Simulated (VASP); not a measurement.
Crystal: Fe.

```
CELL_PARAMETERS angstrom
2.55376 0.00000 0.00000
-1.27688 2.21162 0.00000
0.00000 0.00000 8.34057
ATOMIC_POSITIONS crystal
Fe 0.00000 0.00000 0.00000
Fe 0.00000 0.00000 0.50000
Fe 0.33333 0.66667 0.25000
Fe 0.66667 0.33333 0.75000
```

| Quantity | Value |
| --- | --- |
| Program | VASP 6.6.1 |
| Task | relaxation of cell and atoms |
| Functional | PBEsol |
| Potentials or basis | VASP PAW PBE potentials, release 64 (Fe) |
| Cutoff | 600 eV |
| k mesh | 14 × 14 × 4 |
| Occupations | fermi-dirac, width 0.1 eV |
| Spin | no spin polarisation |

At the start: pressure -37.2 GPa; volume 11.78 Å³/atom.

**Question.** Where does the relaxation end?

**Answer.** Over 7 steps the energy falls by 266.6 meV/atom and the volume is 9.85 Å³/atom (-16.3 %); space group P6_3/mmc (No. 194, to 0.05 Å).

The path:
```csv
step,energy change (eV),largest force (eV/Å),pressure (GPa),volume (Å³)
1,0.0000,0.0000,-37.22,47.11
2,1.8916,0.0000,138.13,30.81
3,-1.0590,0.0000,-3.57,39.88
4,-1.0640,0.0000,-1.06,39.55
5,-1.0645,0.0000,0.13,39.41
6,-1.0663,0.0000,0.07,39.42
7,-1.0665,0.0000,0.06,39.42
```

Final structure:
```
CELL_PARAMETERS angstrom
2.41813 0.00000 0.00000
-1.20907 2.09417 0.00000
0.00000 0.00000 7.78343
ATOMIC_POSITIONS crystal
Fe 0.00000 0.00000 0.00000
Fe 0.00000 0.00000 0.50000
Fe 0.33333 0.66667 0.25000
Fe 0.66667 0.33333 0.75000
```

Caveat: the volume moved by over 15 % at a fixed basis, so the end points are rough; the PAW data sets were made with another functional, which shifts forces and pressure a little; the run has no spin polarisation, though such a crystal can be magnetic.
